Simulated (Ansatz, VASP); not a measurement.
**NaCl in VASP and in Ansatz**

The input INCAR:

```
SYSTEM = NaCl
ALGO = Normal
EDIFF = 1E-6
EDIFFG = -0.02
ENCUT = 520
GGA = PE
IBRION = 2
ISIF = 2
ISMEAR = -1
LASPH = .TRUE.
LCHARG = .FALSE.
LREAL = .FALSE.
LWAVE = .FALSE.
NELM = 80
NSW = 80
PREC = Accurate
SIGMA = 0.02
```

KPOINTS

```
k-points
0
G
  9 9 9
  0 0 0
```

File POSCAR:

```
NaCl
1.0
    0.0000000000      2.8100000000      2.8100000000
    2.8100000000      0.0000000000      2.8100000000
    2.8100000000      2.8100000000      0.0000000000
Na Cl
1 1
Direct
    0.0000000000      0.0000000000      0.0000000000
    0.5000000000      0.5000000000      0.5000000000
```

Input for Ansatz:

```yaml
crystal:
  lattice:
    - [0.0, 2.81, 2.81]
    - [2.81, 0.0, 2.81]
    - [2.81, 2.81, 0.0]
  atoms:
    - { symbol: Na, position: [0.0, 0.0, 0.0] }
    - { symbol: Cl, position: [0.5, 0.5, 0.5] }
kpoints:
  mp_grid: { grid: [9, 9, 9] }
scf:
  occupations: { method: fermi_dirac, width: 0.02 }
hamiltonian:
  xc: pbe
  pseudopotentials: { kind: paw }
output:
  forces: true
  stress: true
  populations: true
  efg:
    quadrupole_moments_barn: { Na: 0.104, Cl: -0.08112 }
    contact_densities: true
relax:
  f_tol: 0.02
  max_steps: 60
```

Alike in both runs: task relaxation of the atoms; functional PBE; k mesh 9 × 9 × 9; occupations fermi-dirac, width 0.02 eV; no spin polarisation.

```csv
,VASP,Ansatz
version,VASP 6.6.1,Ansatz 0.2.0
potentials or method,"VASP PAW PBE potentials, release 64 (Na_pv, Cl)","plane-wave PAW, scalar-relativistic"
plane-wave cutoff (eV),520,420
valence electrons in the cell,14,16
```

```csv
,VASP,Ansatz,Ansatz less VASP
"gap on the k mesh at the Fermi level, each at its own relaxed structure (eV)",5.15,5.15,0.000
```

VASP's potentials hold 14 valence electrons a cell and Ansatz's 16, so a difference there can come from the potentials and not from the codes. Ansatz's warnings: stress scf threshold loose.

Noted on VASP's run: the relaxation stopped at its first step, so nothing moved.
